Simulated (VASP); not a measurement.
Set up this calculation in VASP 6.6.1, as the native input.

```
Task                   : electric field gradients
Functional             : PBEsol
Potentials or basis    : VASP PAW PBE potentials, release 64 (In_d, P)
Cutoff                 : 520 eV
k mesh                 : 11 × 11 × 11
Occupations            : fermi-dirac, width 0.03 eV
Spin                   : no spin polarisation
Dipole correction      : no
Further INCAR settings : ALGO = Normal; EDIFF = 1e-08; NBANDS = 16
```

The structure of InP lies in POSCAR:

```
InP
1.0
    0.0000000000      2.8164141889      2.8164141889
    2.8164141889      0.0000000000      2.8164141889
    2.8164141889      2.8164141889      0.0000000000
In P
1 1
Direct
    0.0000000000      0.0000000000      0.0000000000
    0.5000000000      0.5000000000      0.5000000000
```

This cell differs from its parent crystal: volume scaled by 0.96.

The input as run:

INCAR

```
PREC     = Accurate       # precision mode
ENCUT    = 520            # plane-wave cutoff, eV
EDIFF    = 1E-8           # SCF threshold, eV
ISMEAR   = -1             # smearing method
SIGMA    = 0.03           # smearing width, eV
LREAL    = F              # projectors in reciprocal space
LASPH    = T              # aspherical terms in the spheres
NELM     = 100            # most SCF steps
ALGO     = Normal         # electronic algorithm
ISIF     = 2              # what is computed and relaxed
LWAVE    = F              # write WAVECAR
LCHARG   = F              # write CHGCAR
GGA      = PS             # functional
LEFG     = T            
NBANDS   = 16             # bands
```

KPOINTS

```
Automatic mesh
0
Gamma
  11 11 11
```

Potentials or basis: VASP PAW PBE potentials, release 64 (In_d, P).

Command:

```sh
$ cat potpaw_PBE.64/In_d/POTCAR potpaw_PBE.64/P/POTCAR > POTCAR
$ mpirun -np 1 vasp_std > vasp.out
```

It gave:

| Quantity | Value |
| --- | --- |
| Pressure | -6.4 GPa |
| Band gap on the k mesh | zero (band 9 reaches 6.63 eV, above the bottom of band 10 at 4.16 eV) |

Caveat: without QUAD_EFG the Cq values of the log hold for a quadrupole moment of 1 mb, not for the nuclei; the PAW data sets were made with another functional, which shifts forces and pressure a little; spin-orbit coupling is left out, which moves the levels of the heavy elements.

It took 20 s on 1 thread of Intel(R) Xeon(R) 6975P-C (Granite Rapids) (shared host), peak memory 0.19 GiB.
